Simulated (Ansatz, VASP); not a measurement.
**P: VASP beside Ansatz**

INCAR

```
SYSTEM = P
PREC = Accurate
ENCUT = 520
EDIFF = 1E-6
ISMEAR = 0
SIGMA = 0.03
LREAL = .FALSE.
LASPH = .TRUE.
NELM = 60
ALGO = Normal
ISIF = 2
LWAVE = .FALSE.
LCHARG = .TRUE.
GGA = PE
LELF = .TRUE.
LVHAR = .TRUE.
NBANDS = 18
```

Contents of KPOINTS:

```
regular mesh
0
G
  10 10 8
  0 0 0
```

POSCAR

```
P
1.0
    1.6303879836     -5.5580769820      0.0000000000
    1.6303879836      5.5580769820      0.0000000000
    0.0000000000      0.0000000000      4.6945060001
P
4
Direct
    0.0940707809      0.9059292191      0.9137202394
    0.5940707809      0.4059292191      0.5862797606
    0.9059292191      0.0940707809      0.0862797606
    0.4059292191      0.5940707809      0.4137202394
```

Input for Ansatz:

```yaml
crystal:
  lattice:
    - [1.6303879836, -5.558076982, 0.0]
    - [1.6303879836, 5.558076982, 0.0]
    - [0.0, 0.0, 4.6945060001]
  atoms:
    - { symbol: P, position: [0.0940707809, 0.9059292191, 0.9137202394] }
    - { symbol: P, position: [0.5940707809, 0.4059292191, 0.5862797606] }
    - { symbol: P, position: [0.9059292191, 0.0940707809, 0.0862797606] }
    - { symbol: P, position: [0.4059292191, 0.5940707809, 0.4137202394] }
basis:
  ecutwfc: 420
kpoints:
  mp_grid: { grid: [10, 10, 8] }
hamiltonian:
  xc: pbe
scf:
  occupations: { method: gaussian, width: 0.03 }
output:
  forces: true
  stress: true
  eigenvalues: true
```

Change from the starting cell: strain -0.015 along x and y, +0.030 along z, atoms carried along.

Alike in both runs: task single point; functional PBE; k mesh 10 × 10 × 8; occupations gaussian, width 0.03 eV; no spin polarisation.

```csv
,VASP,Ansatz
version,VASP 6.6.1,Ansatz 0.2.0
potentials or method,"VASP PAW PBE potentials, release 64 (P), cutoff 520 eV","scalar-relativistic, plane waves, PAW"
valence electrons in the cell,20,20
```

|  | VASP | Ansatz | Ansatz less VASP |
| --- | --- | --- | --- |
| gap on the k mesh at the Fermi level (eV) | 0.33 | 0.31 | -0.025 |
| least direct gap on the mesh (eV) | 0.40 | 0.39 | -0.019 |
| pressure (GPa) | -0.1 | 0.2 | +0.31 |
| traceless stress, the component that is largest in VASP (GPa) | -2.87 | -2.83 | +0.040 |
| rms of the force components (eV/Å) | 0.270 | 0.261 | -0.0093 |

Atom by atom the forces differ by 0.030 eV/Å (rms over components).
